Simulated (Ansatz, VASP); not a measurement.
Two plane-wave programs on Co

```
Co
1.0
     2.34011    0.00000    0.00000
     0.00000    2.34011    0.00000
     0.00000    0.00000    2.34011
Co
1
Direct
  0.00000 0.00000 0.00000
```

Alike in both runs: task single point; functional HSE06; k mesh 7 × 7 × 7; occupations fermi-dirac, width 0.1 eV; collinear spin.

|  | VASP | Ansatz |
| --- | --- | --- |
| version | VASP 6.6.1 | Ansatz 0.2.0 |
| potentials or method | VASP PAW PBE potentials, release 64 (Co), cutoff 520 eV | plane waves (420 eV) with PAW, scalar-relativistic |
| valence electrons in the cell | 9 | 17 |

```tsv
	VASP	Ansatz	Ansatz less VASP
net moment per atom (μB)	2.17	2.18	+0.005
size of the moment on the site where the two differ most (μB)	2.19	2.22	+0.030
```

Site moments also hang on the region over which each program counts them. VASP's potentials hold 9 valence electrons a cell and Ansatz's 17, so a difference there can come from the potentials and not from the codes. Ansatz's warnings: filled band counts differ across k points, stability check not made.

The k mesh is coarse, so the values compare programs but aren't converged.
